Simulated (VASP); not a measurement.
Wanted: the native input for a VASP 6.6.1 run.

| Quantity | Value |
| --- | --- |
| Task | single point |
| Functional | PBEsol |
| Potentials or basis | VASP PAW PBE potentials, release 64 (Mo_sv) |
| Cutoff | 520 eV |
| k mesh | 14 × 14 × 14 |
| Occupations | fermi-dirac, width 0.1 eV |
| Spin | no spin polarisation |
| Dipole correction | no |
| Further INCAR settings | ALGO = Normal; EDIFF = 1e-07; NBANDS = 13 |

The structure of Mo lies in POSCAR:

```
Mo
1.0
    0.0000000000      1.9805092481      1.9805092481
    1.9805092481      0.0000000000      1.9805092481
    1.9805092481      1.9805092481      0.0000000000
Mo
1
Direct
    0.0000000000      0.0000000000      0.0000000000
```

This isn't the form of Mo at room conditions, which is bcc.

The input as run:

INCAR

```
SYSTEM = Mo
  PREC = Accurate
  ENCUT = 520
  EDIFF = 1E-7
  ISMEAR = -1
  SIGMA = 0.1
  LREAL = .False.
  LASPH = .True.
  NELM = 80
  ALGO = Normal
  ISIF = 2
  LWAVE = .False.
  LCHARG = .True.
  GGA = PS
  LELF = .True.
  LVHAR = .True.
  NBANDS = 13
```

KPOINTS

```
Automatic mesh
0
Gamma
  14 14 14
  0 0 0
```

Potentials or basis: VASP PAW PBE potentials, release 64 (Mo_sv).

Run with:

```console
$ cat potpaw_PBE.64/Mo_sv/POTCAR > POTCAR
$ mpirun -np 1 vasp_std > vasp.out
```

It gave:

```yaml
Pressure: 0.5 GPa
Band_gap_on_the_k_mesh: zero (bands 7 and 8 overlap by 4.93 eV)
```

Caveat: the PAW data sets were made with another functional, which shifts forces and pressure a little.

It took 32 s on 1 thread of AMD EPYC 7R43 64-Core Processor (Zen 3) (shared host), peak memory 0.11 GiB.
